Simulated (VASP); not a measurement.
Input of a VASP 6.6.1 run:

File INCAR:

```
SYSTEM = HgTe
ALGO     = Normal         ! electronic algorithm
EDIFF    = 1E-6           ! SCF threshold, eV
ENCUT    = 520            ! plane-wave cutoff, eV
ISIF     = 2              ! what is computed and relaxed
ISMEAR   = -1             ! smearing method
LASPH    = .TRUE.         ! aspherical terms in the spheres
LCHARG   = .FALSE.        ! write CHGCAR
LREAL    = .FALSE.        ! projectors in reciprocal space
LWAVE    = .FALSE.        ! write WAVECAR
NBANDS   = 26             ! bands
NELM     = 80             ! most SCF steps
PREC     = Accurate       ! precision mode
SIGMA    = 0.05           ! smearing width, eV
```

File KPOINTS:

```
k-points
0
G
  6 6 5
  0 0 0
```

POSCAR

```
HgTe
1.0
    2.9925180000     -3.4669290000      0.0000000000
    2.9925180000      3.4669290000      0.0000000000
    0.0000000000      0.0000000000      5.7981570000
Hg Te
2 2
Direct
    0.6569500000      0.3430500000      0.2500000000
    0.3430500000      0.6569500000      0.7500000000
    0.2151910000      0.7848090000      0.2500000000
    0.7848090000      0.2151910000      0.7500000000
```

Potentials or basis: VASP PAW LDA potentials, release 64 (Hg, Te).

Launch:

```sh
$ cat potpaw_LDA.64/Hg/POTCAR potpaw_LDA.64/Te/POTCAR > POTCAR
$ mpirun -np 1 vasp_std > vasp.out
```

Q: What does it give for the band gap on the k mesh?

A: Zero (band 18 reaches 4.01 eV, above the bottom of band 19 at 1.97 eV).

Q: Predict the largest force.

A: 0.259 eV/Å.

Q: What does it give for the pressure?

A: -4.8 GPa.

Stress tensor (GPa, compression positive):
```
-5.04  0.00  0.00
 0.00 -4.13  0.00
 0.00  0.00 -5.09
```

Caveat: spin-orbit coupling is left out, which moves the levels of the heavy elements.
